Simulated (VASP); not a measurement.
# WS2 in VASP: further runs, part 2 of 3

VASP 6.6.1.

**3. Single point, PBE+D3(BJ) (biaxial strain in the a-b plane: -3.0 %, then relaxed in part)**

File INCAR:

```
SYSTEM = WS2
PREC = Accurate ; ENCUT = 520
EDIFF = 1E-6 ; ISMEAR = 0
SIGMA = 0.02 ; LREAL = .False.
LASPH = .True. ; NELM = 80
ALGO = Normal ; ISIF = 2
LWAVE = .False. ; LCHARG = .False.
GGA = PE ; IVDW = 12
NBANDS = 35
```

File KPOINTS:

```
regular mesh
0
Gamma
  12 12 4
  0 0 0
```

File POSCAR:

```
WS2
1.0
    3.0595260465      0.0000000000      0.0000000000
   -1.5297630233      2.6496272798      0.0000000000
    0.0000000000      0.0000000000     12.2617082722
W S
2 4
Direct
    0.3333333333      0.6666666667      0.7499786599
    0.6666666667      0.3333333333      0.2500213401
    0.3333333333      0.6666666667      0.1187221134
    0.6666666667      0.3333333333      0.6186804779
    0.3333333333      0.6666666667      0.3813195221
    0.6666666667      0.3333333333      0.8812778866
```

Potentials or basis: VASP PAW PBE potentials, release 64 (W_sv, S).

The run is started by

```
$ cat potpaw_PBE.64/W_sv/POTCAR potpaw_PBE.64/S/POTCAR > POTCAR
$ mpirun -np 1 vasp_std > vasp.out
```

OUTCAR:

```text
SYSTEM = WS2
   PREC = Accurate
   ENCUT = 520
   EDIFF = 1E-6
   ISMEAR = 0
   LREAL = .False.
   LASPH = .True.
   NELM = 80
   ISIF = 2
   GGA = PE
   IVDW = 12
 IVDW          = 12

 ion  position               nearest neighbor table
   1  0.333  0.667  0.750-   4 2.39   4 2.39   4 2.39   6 2.39   6 2.39   6 2.39
   2  0.667  0.333  0.250-   5 2.39   5 2.39   5 2.39   3 2.39   3 2.39   3 2.39
   3  0.333  0.667  0.119-   2 2.39   2 2.39   2 2.39
   4  0.667  0.333  0.619-   1 2.39   1 2.39   1 2.39
   5  0.333  0.667  0.381-   2 2.39   2 2.39   2 2.39
   6  0.667  0.333  0.881-   1 2.39   1 2.39   1 2.39

  LATTYP: Found a hexagonal cell.
 ALAT       =     3.0595260465
 C/A-ratio  =     4.0077149486

  Lattice vectors:

 A1 = (   3.0595260465,   0.0000000000,   0.0000000000)
 A2 = (  -1.5297630233,   2.6496272798,   0.0000000000)
 A3 = (   0.0000000000,   0.0000000000,  12.2617082722)

Analysis of symmetry for initial positions (statically):
=====================================================================
 Subroutine PRICEL returns:
 Original cell was already a primitive cell.

 Routine SETGRP: Setting up the symmetry group for a
 hexagonal supercell.

 Subroutine GETGRP returns: Found 12 space group operations
 (whereof 12 operations were pure point group operations)
 out of a pool of 24 trial point group operations.

The static configuration has the point symmetry D_3d.

Analysis of symmetry for dynamics (positions and initial velocities):
=====================================================================
 Subroutine PRICEL returns:
 Original cell was already a primitive cell.

 Routine SETGRP: Setting up the symmetry group for a
 hexagonal supercell.

 Subroutine GETGRP returns: Found 12 space group operations
 (whereof 12 operations were pure point group operations)
 out of a pool of 24 trial point group operations.

The dynamic configuration has the point symmetry D_3d.

 Subroutine INISYM returns: Found 12 space group operations
 (whereof 12 operations are pure point group operations),
 and found     1 'primitive' translations

----------------------------------------------------------------------------------------

                                     Primitive cell

  volume of cell :      99.4008

  direct lattice vectors                    reciprocal lattice vectors
     3.059526046  0.000000000  0.000000000     0.326848010  0.188705787  0.000000000
    -1.529763023  2.649627280  0.000000000     0.000000000  0.377411573  0.000000000
     0.000000000  0.000000000 12.261708272     0.000000000  0.000000000  0.081554705

  length of vectors
     3.059526046  3.059526047 12.261708272     0.377411573  0.377411573  0.081554705

  position of ions in fractional coordinates (direct lattice)
     0.333333333  0.666666667  0.749978660
     0.666666667  0.333333333  0.250021340
     0.333333333  0.666666667  0.118722113
     0.666666667  0.333333333  0.618680478
     0.333333333  0.666666667  0.381319522
     0.666666667  0.333333333  0.881277887

  ion indices of the primitive-cell ions
   primitive index   ion index
                 1           1
                 2           2
                 3           3
                 4           4
                 5           5
                 6           6

[... 30 lines left out ...]
  0.166667  0.000000  0.000000      6.000000
  0.250000  0.000000  0.000000      6.000000
  0.333333  0.000000  0.000000      6.000000
  0.416667  0.000000  0.000000      6.000000
[... 16 lines left out ...]
  0.166667  0.000000  0.250000      6.000000
  0.000000  0.166667  0.250000      6.000000
 [... further k-points ...]
   k-points           NKPTS =     69   k-points in BZ     NKDIM =     69   number of bands    NBANDS=     35
   number of dos      NEDOS =    301   number of ions     NIONS =      6
   total plane-waves  NPLWV =  55296
   dimension x,y,z NGX =    24 NGY =   24 NGZ =   96
   dimension x,y,z NGXF=    48 NGYF=   48 NGZF=  192
   ions per type =               2   4
   NGX,Y,Z   is equivalent  to a cutoff of  13.04, 13.04, 13.02 a.u.
   NGXF,Y,Z  is equivalent  to a cutoff of  26.08, 26.08, 26.03 a.u.
 SYSTEM =  WS2
   PREC   = accura    normal or accurate (medium, high low for compatibility)
   ISTART =      0    job   : 0-new  1-cont  2-samecut
   ICHARG =      2    charge: 1-file 2-atom 10-const
   ISPIN  =      1    spin polarized calculation?
   LNONCOLLINEAR =      F non collinear calculations
   LSORBIT =      F    spin-orbit coupling
   LASPH  =      T    aspherical Exc in radial PAW
   ENCUT  =  520.0 eV  38.22 Ry    6.18 a.u.   5.69  5.69 22.80*2*pi/ulx,y,z
   NELM   =     80;   NELMIN=  2; NELMDL= -5     # of ELM steps
   EDIFF  = 0.1E-05   stopping-criterion for ELM
   LREAL  =      F    real-space projection
   EDIFFG = 0.1E-04   stopping-criterion for IOM
   NSW    =      0    number of steps for IOM
   IBRION =     -1    ionic relax: 0-MD 1-quasi-New 2-CG
   NFREE  =      0    steps in history (QN), initial steepest desc. (CG)
   ISIF   =      2    stress and relaxation
   ISYM   =      2    0-nonsym 1-usesym 2-fastsym
   POTIM  = 0.5000    time-step for ionic-motion
   TEBEG  =    0.0;   TEEND  =   0.0 temperature during run
   PSTRESS=    0.0 pullay stress
   NELECT =      52.0000    total number of electrons
   NUPDOWN=      -1.0000    fix difference up-down
   EMIN   =  10.00;   EMAX   =-10.00  energy-range for DOS
   EFERMI =   0.00;   METHOD = LEGACY
   ISMEAR =     0;   SIGMA  =   0.02  broadening in eV -4-tet -1-fermi 0-gaus
   EFERMI_NEDOS =   21; number of points for ismear=-14 and -15
   IALGO  =     38    algorithm
   IMIX   =      4    mixing-type and parameters
     AMIX     =   0.40;   BMIX     =  1.00
     AMIX_MAG =   1.60;   BMIX_MAG =  1.00
  volume/ion in A,a.u.               =      16.57       111.80
  Fermi-wavevector in a.u.,A,eV,Ry     =   1.319105  2.492747 23.674648  1.740038
  Thomas-Fermi vector in A             =   2.449027
   LORBIT       =      0    0 simple, 1 ext, 2 COOP (PROOUT), +10 PAW based schemes
   GGA     = PE    functional components
   LHFCALC =     F    Hartree Fock is set to
   AEXX    =    0.0000 exact exchange contribution
   IVDW    =    12    specifies the selected vdW correction
   LEPSILON=     F    determine dielectric tensor
   LRPA    =     F    only Hartree local field effects (RPA)
 non-spin polarized calculation
 Gauss-broadening in eV      SIGMA  =   0.02
  energy-cutoff  :      520.00
  volume of cell :       99.40
 maximum number of plane-waves:      2702
 NGX is ok and might be reduce to    24
   NGX = 11   NGY = 11   NGZ = 45

 number of electron      52.0000004 magnetization

 Free energy of the ion-electron system (eV)
  ---------------------------------------------------
  ext. energy  EPLUGINS =         0.00000000
  ---------------------------------------------------
  free energy    TOTEN  =       -46.85785495 eV

  energy without entropy =      -46.85785495  energy(sigma->0) =      -46.85785495

 E-fermi :   8.4012     XC(G=0): -11.3553

 val. band max:        8.0850283382   @ k =   0.0000   0.0000   0.0000
 cond. band min:       9.0593652815   @ k =   0.1667   0.1667   0.0000
 fundamental gap:      0.9743369433
 Fermi energy:         8.4012171257

 k-point     1 :       0.0000    0.0000    0.0000
  band No.  band energies     occupation
      1     -66.1634      2.00000
      2     -66.1634      2.00000
      3     -30.4986      2.00000
      4     -30.4985      2.00000
      5     -30.1977      2.00000
      6     -30.1977      2.00000
[... 901 lines left out ...]
     34      11.6904      0.00000
     35      15.2869      0.00000

 [... further k-points ...]

------------------------ aborting loop because EDIFF is reached ----------------------------------------

 Edisp (eV)   -2.75169

 E8    (eV) :    -1.1567

  FORCE on cell =-STRESS in cart. coord.  units (eV):
  Direction    XX          YY          ZZ          XY          YZ          ZX
  --------------------------------------------------------------------------------------
  -------------------------------------------------------------------------------------
  Total       6.30403     6.30403    -0.02005    -0.00000     0.00000     0.00000
  in kB     101.61053   101.61053    -0.32312    -0.00000     0.00000     0.00000
  external pressure =       67.63 kB  Pullay stress =        0.00 kB

 VOLUME and BASIS-vectors are now :
 -----------------------------------------------------------------------------
  energy-cutoff  :      520.00
  volume of cell :       99.40
      direct lattice vectors                 reciprocal lattice vectors
     3.059526046  0.000000000  0.000000000     0.326848010  0.188705787  0.000000000
    -1.529763023  2.649627280  0.000000000     0.000000000  0.377411573  0.000000000
     0.000000000  0.000000000 12.261708272     0.000000000  0.000000000  0.081554705

 POSITION                                       TOTAL-FORCE (eV/Angst)
 -----------------------------------------------------------------------------------
     -0.00000      1.76642      9.19602        -0.000000      0.000000      0.000347
      1.52976      0.88321      3.06569         0.000000     -0.000000     -0.000347
     -0.00000      1.76642      1.45574        -0.000000     -0.000000     -0.002752
      1.52976      0.88321      7.58608         0.000000      0.000000     -0.002455
     -0.00000      1.76642      4.67563        -0.000000     -0.000000      0.002455
      1.52976      0.88321     10.80597        -0.000000      0.000000      0.002752
 -----------------------------------------------------------------------------------
    total drift:                                0.000000     -0.000000      0.000000

  FREE ENERGIE OF THE ION-ELECTRON SYSTEM (eV)
  ---------------------------------------------------
  free  energy   TOTEN  =       -49.6095437474 eV

  energy  without entropy=      -49.6095437474  energy(sigma->0) =      -49.60954375
```

It took 2.4 min on 1 thread of AMD EPYC 9R45 (Zen 5), shared host; peak memory 0.32 GiB.

What came out:

* Free energy: -49.6095 eV
* Pressure: 6.8 GPa
* Band gap on the k mesh: 0.97 eV, indirect (least direct gap 2.17 eV)
* Dispersion energy per atom: -0.459 eV

Forces in eV/Å, atoms in the order of the input:
```
W    0.000  0.000  0.000
W    0.000  0.000  0.000
S    0.000  0.000 -0.003
S    0.000  0.000 -0.002
S    0.000  0.000  0.002
S    0.000  0.000  0.003
```

Stress tensor (GPa, compression positive):
```
10.16  0.00  0.00
 0.00 10.16  0.00
 0.00  0.00 -0.03
```

Levels at points of the mesh, in eV from the valence-band top:
```
           k point  band 22  band 23  band 24  band 25  band 26  band 27  band 28  band 29  band 30  band 31
(0.00, 0.00, 0.00)    -1.62    -1.62    -1.50    -1.47     0.00     2.72     2.72     2.80     2.80     2.82
(0.50, 0.00, 0.00)    -2.82    -1.56    -1.48    -1.42    -1.21     2.87     3.06     3.11     3.35     3.44
(0.00, 0.00, 0.50)    -1.65    -1.65    -1.65    -0.37    -0.36     2.76     2.76     2.76     2.76     2.87
(0.50, 0.00, 0.50)    -2.97    -1.48    -1.48    -1.34    -1.34     3.08     3.08     3.18     3.18     3.71
```

Caveat: the cell differs from its parent crystal (biaxial strain in the a-b plane: -3.0 %, then relaxed in part); spin-orbit coupling is left out, which moves the levels of the heavy elements.

(Continued in part 3 of 3.)
